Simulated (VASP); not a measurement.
# CsMgF3 (Amm2) in VASP: further runs

CsMgF3 is run at these levels: LDA; tasks: single point.

Everything below comes from runs of VASP 6.6.1. Logs are shortened: lines on timing, memory, paths and dates and some standing lists are left out, and cuts for length are marked.

## 1. The cell of the first run

The structure is orthorhombic, space group Amm2 (No. 38). The conventional cell has a = 4.252 Å, b = 6.014 Å, c = 6.014 Å, α = 90.00°, β = 90.00°, γ = 90.00°. Within 3.8 Å of Cs (site symmetry mm2) lie 12 F at 2.91 to 3.11 Å and 8 Mg at 3.68 Å. Mg (site symmetry mm2) has 6 F at 2.06 to 2.20 Å within 2.7 Å. Within 2.8 Å of F (site symmetry mm2) lie 2 Mg at 2.13 Å. F (site symmetry m) has 2 Mg at 2.06 to 2.20 Å within 2.7 Å.

## 2. Single point, LDA

File INCAR:

```
SYSTEM = CsMgF3
PREC     = Accurate       ! precision mode
ENCUT    = 520            ! plane-wave cutoff, eV
EDIFF    = 1E-6           ! SCF threshold, eV
ISMEAR   = 0              ! smearing method
SIGMA    = 0.05           ! smearing width, eV
LREAL    = .False.        ! projectors in reciprocal space
LASPH    = .True.         ! aspherical terms in the spheres
NELM     = 80             ! most SCF steps
ALGO     = Normal         ! electronic algorithm
ISIF     = 2              ! what is computed and relaxed
LWAVE    = .False.        ! write WAVECAR
LCHARG   = .False.        ! write CHGCAR
GGA      = CA             ! functional
NBANDS   = 24             ! bands
```

File KPOINTS:

```
Automatic mesh
0
Gamma
  6 6 6
  0 0 0
```

File POSCAR:

```
CsMgF3
1.0
    4.2523070000      0.0000000000      0.0000000000
    0.0000000000      4.2523070000      0.0000000000
    0.0000000000      0.0000000000      4.2523070000
Cs Mg F
1 1 3
Direct
    0.0000000000      0.0000000000      0.0000000000
    0.5000000000      0.5000000000      0.5000000000
    0.0000000000      0.5166287801      0.5166287801
    0.5000000000      0.0166287801      0.5166287801
    0.5000000000      0.5166287801      0.0166287801
```

Potentials or basis: VASP PAW LDA potentials, release 64 (Cs_sv, Mg, F).

The run is started by

```sh
$ cat potpaw_LDA.64/Cs_sv/POTCAR potpaw_LDA.64/Mg/POTCAR potpaw_LDA.64/F/POTCAR > POTCAR
$ mpirun -np 1 vasp_std > vasp.out
```

OUTCAR:

```text
SYSTEM = CsMgF3
   PREC = Accurate
   ENCUT = 520
   EDIFF = 1E-6
   ISMEAR = 0
   LREAL = .False.
   LASPH = .True.
   NELM = 80
   ISIF = 2
   GGA = CA

 ion  position               nearest neighbor table
   1  0.000  0.000  0.000-
   2  0.500  0.500  0.500-   4 2.06   5 2.06   3 2.13   3 2.13   4 2.20   5 2.20
   3  0.000  0.517  0.517-   2 2.13   2 2.13
   4  0.500  0.017  0.517-   2 2.06   2 2.20
   5  0.500  0.517  0.017-   2 2.06   2 2.20

  LATTYP: Found a simple cubic cell.
 ALAT       =     4.2523070000

  Lattice vectors:

 A1 = (   4.2523070000,   0.0000000000,   0.0000000000)
 A2 = (   0.0000000000,   4.2523070000,   0.0000000000)
 A3 = (   0.0000000000,   0.0000000000,   4.2523070000)

Analysis of symmetry for initial positions (statically):
=====================================================================
 Subroutine PRICEL returns:
 Original cell was already a primitive cell.

 Routine SETGRP: Setting up the symmetry group for a
 simple cubic supercell.

 Subroutine GETGRP returns: Found  4 space group operations
 (whereof  4 operations were pure point group operations)
 out of a pool of 48 trial point group operations.

The static configuration has the point symmetry C_2v.

Analysis of symmetry for dynamics (positions and initial velocities):
=====================================================================
 Subroutine PRICEL returns:
 Original cell was already a primitive cell.

 Routine SETGRP: Setting up the symmetry group for a
 simple cubic supercell.

 Subroutine GETGRP returns: Found  4 space group operations
 (whereof  4 operations were pure point group operations)
 out of a pool of 48 trial point group operations.

The dynamic configuration has the point symmetry C_2v.

 Subroutine INISYM returns: Found  4 space group operations
 (whereof  4 operations are pure point group operations),
 and found     1 'primitive' translations

----------------------------------------------------------------------------------------

                                     Primitive cell

  volume of cell :      76.8907

  direct lattice vectors                    reciprocal lattice vectors
     4.252307000  0.000000000  0.000000000     0.235166464  0.000000000  0.000000000
     0.000000000  4.252307000  0.000000000     0.000000000  0.235166464  0.000000000
     0.000000000  0.000000000  4.252307000     0.000000000  0.000000000  0.235166464

  length of vectors
     4.252307000  4.252307000  4.252307000     0.235166464  0.235166464  0.235166464

  position of ions in fractional coordinates (direct lattice)
     0.000000000  0.000000000  0.000000000
     0.500000000  0.500000000  0.500000000
     0.000000000  0.516628780  0.516628780
     0.500000000  0.016628780  0.516628780
     0.500000000  0.516628780  0.016628780

  ion indices of the primitive-cell ions
   primitive index   ion index
                 1           1
                 2           2
                 3           3
                 4           4
                 5           5

----------------------------------------------------------------------------------------

 KPOINTS: Automatic mesh

Automatic generation of k-mesh.
 Grid dimensions read from file:
 generate k-points for:    6    6    6

 Generating k-lattice:

  Cartesian coordinates                     Fractional coordinates (reciprocal lattice)
     0.039194411  0.000000000  0.000000000     0.166666667  0.000000000  0.000000000
     0.000000000  0.039194411  0.000000000     0.000000000  0.166666667  0.000000000
     0.000000000  0.000000000  0.039194411     0.000000000  0.000000000  0.166666667

  Length of vectors
     0.039194411  0.039194411  0.039194411

  Shift w.r.t. Gamma in fractional coordinates (k-lattice)
     0.000000000  0.000000000  0.000000000

 Subroutine IBZKPT returns following result:
 ===========================================

 Found     52 irreducible k-points:

 Following reciprocal coordinates:
            Coordinates               Weight
  0.000000  0.000000  0.000000      1.000000
  0.166667  0.000000  0.000000      2.000000
  0.000000  0.166667  0.000000      4.000000
  0.333333  0.000000  0.000000      2.000000
  0.000000  0.333333  0.000000      4.000000
  0.500000  0.000000  0.000000      1.000000
[... 16 lines left out ...]
  0.333333  0.000000  0.500000      4.000000
  0.500000  0.500000  0.000000      2.000000
 [... further k-points ...]
   k-points           NKPTS =     52   k-points in BZ     NKDIM =     52   number of bands    NBANDS=     24
   number of dos      NEDOS =    301   number of ions     NIONS =      5
   total plane-waves  NPLWV =  32768
   dimension x,y,z NGX =    32 NGY =   32 NGZ =   32
   dimension x,y,z NGXF=    64 NGYF=   64 NGZF=   64
   ions per type =               1   1   3
   NGX,Y,Z   is equivalent  to a cutoff of  12.51, 12.51, 12.51 a.u.
   NGXF,Y,Z  is equivalent  to a cutoff of  25.02, 25.02, 25.02 a.u.
 SYSTEM =  CsMgF3
   PREC   = accura    normal or accurate (medium, high low for compatibility)
   ISTART =      0    job   : 0-new  1-cont  2-samecut
   ICHARG =      2    charge: 1-file 2-atom 10-const
   ISPIN  =      1    spin polarized calculation?
   LNONCOLLINEAR =      F non collinear calculations
   LSORBIT =      F    spin-orbit coupling
   LASPH  =      T    aspherical Exc in radial PAW
   ENCUT  =  520.0 eV  38.22 Ry    6.18 a.u.   7.91  7.91  7.91*2*pi/ulx,y,z
   NELM   =     80;   NELMIN=  2; NELMDL= -5     # of ELM steps
   EDIFF  = 0.1E-05   stopping-criterion for ELM
   LREAL  =      F    real-space projection
   EDIFFG = 0.1E-04   stopping-criterion for IOM
   NSW    =      0    number of steps for IOM
   IBRION =     -1    ionic relax: 0-MD 1-quasi-New 2-CG
   NFREE  =      0    steps in history (QN), initial steepest desc. (CG)
   ISIF   =      2    stress and relaxation
   ISYM   =      2    0-nonsym 1-usesym 2-fastsym
   POTIM  = 0.5000    time-step for ionic-motion
   TEBEG  =    0.0;   TEEND  =   0.0 temperature during run
   PSTRESS=    0.0 pullay stress
   NELECT =      32.0000    total number of electrons
   NUPDOWN=      -1.0000    fix difference up-down
   EMIN   =  10.00;   EMAX   =-10.00  energy-range for DOS
   EFERMI =   0.00;   METHOD = LEGACY
   ISMEAR =     0;   SIGMA  =   0.05  broadening in eV -4-tet -1-fermi 0-gaus
   EFERMI_NEDOS =   21; number of points for ismear=-14 and -15
   IALGO  =     38    algorithm
   IMIX   =      4    mixing-type and parameters
     AMIX     =   0.40;   BMIX     =  1.00
     AMIX_MAG =   1.60;   BMIX_MAG =  1.00
  volume/ion in A,a.u.               =      15.38       103.78
  Fermi-wavevector in a.u.,A,eV,Ry     =   1.222269  2.309754 20.326316  1.493942
  Thomas-Fermi vector in A             =   2.357422
   LORBIT       =      0    0 simple, 1 ext, 2 COOP (PROOUT), +10 PAW based schemes
   GGA     = CA    functional components
   LHFCALC =     F    Hartree Fock is set to
   AEXX    =    0.0000 exact exchange contribution
   IVDW    =     0    specifies the selected vdW correction
   LEPSILON=     F    determine dielectric tensor
   LRPA    =     F    only Hartree local field effects (RPA)
 non-spin polarized calculation
 Gauss-broadening in eV      SIGMA  =   0.05
  energy-cutoff  :      520.00
  volume of cell :       76.89
 maximum number of plane-waves:      2103
   NGX = 15   NGY = 15   NGZ = 15

 number of electron      31.9999959 magnetization

 Free energy of the ion-electron system (eV)
  ---------------------------------------------------
  ext. energy  EPLUGINS =         0.00000000
  ---------------------------------------------------
  free energy    TOTEN  =       -26.25630557 eV

  energy without entropy =      -26.25630557  energy(sigma->0) =      -26.25630557

 E-fermi :  -1.1137     XC(G=0): -10.1430

 val. band max:       -1.4202443006   @ k =   0.0000   0.0000   0.0000
 cond. band min:       4.9231872932   @ k =   0.0000   0.0000   0.0000
 fundamental gap:      6.3434315938
 Fermi energy:        -1.1137451925

 k-point     1 :       0.0000    0.0000    0.0000
  band No.  band energies     occupation
      1     -21.0270      2.00000
      2     -20.3941      2.00000
      3     -20.3861      2.00000
      4     -17.9336      2.00000
      5      -5.5588      2.00000
      6      -5.5586      2.00000
[... 16 lines left out ...]
     23      11.1058      0.00000
     24      13.5050      0.00000

 k-point     2 :       0.1667    0.0000    0.0000
  band No.  band energies     occupation
      1     -20.9775      2.00000
      2     -20.4138      2.00000
      3     -20.3921      2.00000
      4     -17.9586      2.00000
      5      -5.5093      2.00000
      6      -5.4569      2.00000
[... 16 lines left out ...]
     23      11.0150      0.00000
     24      13.5859      0.00000

 k-point     3 :       0.0000    0.1667    0.0000
  band No.  band energies     occupation
      1     -20.9775      2.00000
      2     -20.4202      2.00000
      3     -20.3857      2.00000
      4     -17.9584      2.00000
      5      -5.5013      2.00000
      6      -5.4605      2.00000
[... 16 lines left out ...]
     23      10.9998      0.00000
     24      13.6327      0.00000

 k-point     4 :       0.3333    0.0000    0.0000
  band No.  band energies     occupation
      1     -20.8502      2.00000
      2     -20.4992      2.00000
      3     -20.3892      2.00000
      4     -18.0087      2.00000
      5      -5.3850      2.00000
      6      -5.2201      2.00000
[... 16 lines left out ...]
     23      11.1399      0.00000
     24      14.1412      0.00000

 k-point     5 :       0.0000    0.3333    0.0000
  band No.  band energies     occupation
      1     -20.8498      2.00000
      2     -20.5056      2.00000
      3     -20.3831      2.00000
      4     -18.0083      2.00000
      5      -5.3777      2.00000
      6      -5.2215      2.00000
[... 16 lines left out ...]
     23      11.1010      0.00000
     24      14.1088      0.00000

 k-point     6 :       0.5000    0.0000    0.0000
  band No.  band energies     occupation
      1     -20.7392      2.00000
      2     -20.5897      2.00000
      3     -20.3880      2.00000
      4     -18.0337      2.00000
      5      -5.3116      2.00000
      6      -5.0658      2.00000
[... 16 lines left out ...]
     23      12.6495      0.00000
     24      13.1233      0.00000
[... 379 lines left out ...]
 k-point    21 :       0.5000    0.3333    0.0000
  band No.  band energies     occupation
      1     -20.6404      2.00000
      2     -20.5452      2.00000
      3     -20.4636      2.00000
      4     -18.0644      2.00000
      5      -5.6156      2.00000
      6      -5.5675      2.00000
[... 16 lines left out ...]
     23      12.1553      0.00000
     24      12.4515      0.00000

 k-point    22 :       0.0000    0.5000    0.3333
  band No.  band energies     occupation
      1     -20.6358      2.00000
      2     -20.5557      2.00000
      3     -20.4581      2.00000
      4     -18.0631      2.00000
      5      -5.6187      2.00000
      6      -5.5672      2.00000
[... 16 lines left out ...]
     23      12.1436      0.00000
     24      12.4523      0.00000

 k-point    23 :       0.3333    0.0000    0.5000
  band No.  band energies     occupation
      1     -20.6366      2.00000
      2     -20.5551      2.00000
      3     -20.4575      2.00000
      4     -18.0642      2.00000
      5      -5.6157      2.00000
      6      -5.5668      2.00000
[... 16 lines left out ...]
     23      12.1412      0.00000
     24      12.4507      0.00000

 k-point    24 :       0.5000    0.5000    0.0000
  band No.  band energies     occupation
      1     -20.5563      2.00000
      2     -20.5402      2.00000
      3     -20.5302      2.00000
      4     -18.0750      2.00000
      5      -5.7051      2.00000
      6      -5.7048      2.00000
[... 16 lines left out ...]
     23      12.1629      0.00000
     24      12.3354      0.00000

 [... further k-points ...]
[... 5 lines left out ...]
  --------------------------------------------------------------------------------------
  -------------------------------------------------------------------------------------
  Total       -3.4622119     -3.3125214     -3.3125214     -0.0000000      0.0306344      0.0000000
  in kB      -72.1423686    -69.0232548    -69.0232548     -0.0000000      0.6383320      0.0000000
  external PRESSURE =     -70.0629594 kB  Pullay stress =       0.0000000 kB

 VOLUME and BASIS-vectors are now :
 -----------------------------------------------------------------------------
  energy-cutoff  :      520.00
  volume of cell :       76.89
      direct lattice vectors                 reciprocal lattice vectors
     4.252307000  0.000000000  0.000000000     0.235166464  0.000000000  0.000000000
     0.000000000  4.252307000  0.000000000     0.000000000  0.235166464  0.000000000
     0.000000000  0.000000000  4.252307000     0.000000000  0.000000000  0.235166464

 POSITION                                       TOTAL-FORCE (eV/Angst)
 -----------------------------------------------------------------------------------
      0.00000      0.00000      0.00000         0.000000      0.150688      0.150688
      2.12615      2.12615      2.12615         0.000000      0.155133      0.155133
      0.00000      2.19686      2.19686         0.000000     -0.140672     -0.140672
      2.12615      0.07071      2.19686         0.000000     -0.029097     -0.136052
      2.12615      2.19686      0.07071         0.000000     -0.136052     -0.029097
 -----------------------------------------------------------------------------------
    total drift:                                0.000000      0.000044      0.000043

  FREE ENERGIE OF THE ION-ELECTRON SYSTEM (eV)
  ---------------------------------------------------
  free  energy   TOTEN  =       -26.2563055750 eV

  energy  without entropy=      -26.2563055750  energy(sigma->0) =      -26.25630557
```

It took 44 s on 1 thread of Intel Xeon Platinum 8488C (Sapphire Rapids), shared host; peak memory 0.21 GiB.

What came out:

* Free energy: -26.2563 eV
* Pressure: -7.0 GPa
* Largest force: 0.219 eV/Å
* Band gap on the k mesh: 6.34 eV, direct

Forces in eV/Å, atoms in the order of the input:
```
Cs   0.000  0.151  0.151
Mg   0.000  0.155  0.155
F    0.000 -0.141 -0.141
F    0.000 -0.029 -0.136
F    0.000 -0.136 -0.029
```

Levels at points of the mesh, in eV from the valence-band top:
| k point | band 14 | band 15 | band 16 | band 17 | band 18 | band 19 |
| --- | --- | --- | --- | --- | --- | --- |
| (0.00, 0.00, 0.00) | -0.01 | 0.00 | 0.00 | 6.34 | 8.41 | 8.42 |
| (0.50, 0.00, 0.00) | -0.66 | -0.42 | -0.41 | 9.06 | 9.20 | 9.51 |
| (0.00, 0.50, 0.00) | -0.67 | -0.42 | -0.42 | 9.04 | 9.22 | 9.52 |
| (0.50, 0.50, 0.00) | -0.24 | -0.18 | -0.17 | 8.83 | 10.41 | 11.65 |
| (0.00, 0.50, 0.50) | -0.25 | -0.17 | -0.15 | 8.82 | 10.43 | 11.67 |
| (0.50, 0.50, 0.50) | -0.17 | -0.17 | -0.16 | 8.63 | 8.63 | 8.64 |

Caveat: the cell differs from its parent crystal (all F atoms moved -0.100 Å, as atom 3 towards its neighbour atom 1 (Cs) at 3.007 Å); spin-orbit coupling is left out, which moves the levels of the heavy elements. A k mesh can miss the band edges.

## 3. Single point, LDA

File INCAR:

```
ALGO = Normal ; EDIFF = 1E-7
ENCUT = 520 ; ISIF = 2
ISMEAR = 0 ; LASPH = True
LCHARG = False ; LREAL = False
LWAVE = False ; NBANDS = 24
NELM = 100 ; PREC = Accurate
SIGMA = 0.05
```

File KPOINTS:

```
k-points
0
Gamma
  6 6 6
```

File POSCAR:

```
CsMgF3
1.0
    4.2523070000      0.0000000000      0.0000000000
    0.0000000000      4.2523070000      0.0000000000
    0.0000000000      0.0000000000      4.2523070000
Cs Mg F
1 1 3
Direct
    0.0000000000      0.0000000000      0.0000000000
    0.5000000000      0.5000000000      0.5000000000
    0.0000000000      0.4875284149      0.4875284149
    0.5000000000     -0.0124715851      0.4875284149
    0.5000000000      0.4875284149     -0.0124715851
```

Potentials or basis: VASP PAW LDA potentials, release 64 (Cs_sv, Mg, F).

The run is started by

```sh
$ cat potpaw_LDA.64/Cs_sv/POTCAR potpaw_LDA.64/Mg/POTCAR potpaw_LDA.64/F/POTCAR > POTCAR
$ mpirun -np 1 vasp_std > vasp.out
```

Run time: 45 s. Hardware: 1 thread of Intel Xeon Platinum 8488C (Sapphire Rapids), shared host; peak memory 0.21 GiB.

Results (log left out):

| Quantity | Value |
| --- | --- |
| Free energy | -26.2657 eV |
| Pressure | -7.1 GPa |
| Largest force | 0.162 eV/Å |
| Band gap on the k mesh | 6.34 eV, direct |

Forces on the atoms (eV/Å):
```
Cs   0.000 -0.112 -0.112
Mg   0.000 -0.115 -0.115
F    0.000  0.105  0.105
F    0.000  0.019  0.103
F    0.000  0.103  0.019
```

Stress tensor (GPa, compression positive):
```
-7.26  0.00  0.00
 0.00 -7.08  0.04
 0.00  0.04 -7.08
```

Levels at points of the mesh, in eV from the valence-band top:
```csv
k point,band 12,band 13,band 14,band 15,band 16,band 17,band 18,band 19,band 20,band 21
"(0.00, 0.00, 0.00)",-0.71,-0.70,-0.01,0.00,0.00,6.34,8.41,8.41,11.20,11.21
"(0.50, 0.00, 0.00)",-0.94,-0.67,-0.66,-0.42,-0.42,9.06,9.20,9.51,11.46,11.50
"(0.00, 0.50, 0.00)",-0.94,-0.67,-0.66,-0.42,-0.42,9.05,9.22,9.51,11.48,11.49
"(0.50, 0.50, 0.00)",-1.07,-1.06,-0.23,-0.18,-0.17,8.83,10.42,11.67,11.67,11.98
"(0.00, 0.50, 0.50)",-1.07,-1.06,-0.24,-0.18,-0.16,8.83,10.43,11.68,11.69,11.94
"(0.50, 0.50, 0.50)",-0.20,-0.20,-0.17,-0.17,-0.16,8.63,8.63,8.64,11.92,14.10
```

Caveat: the cell differs from its parent crystal (all F atoms moved +0.075 Å, as atom 3 towards its neighbour atom 1 (Cs) at 3.007 Å); spin-orbit coupling is left out, which moves the levels of the heavy elements.

(Part 1 of 3 ends here.)
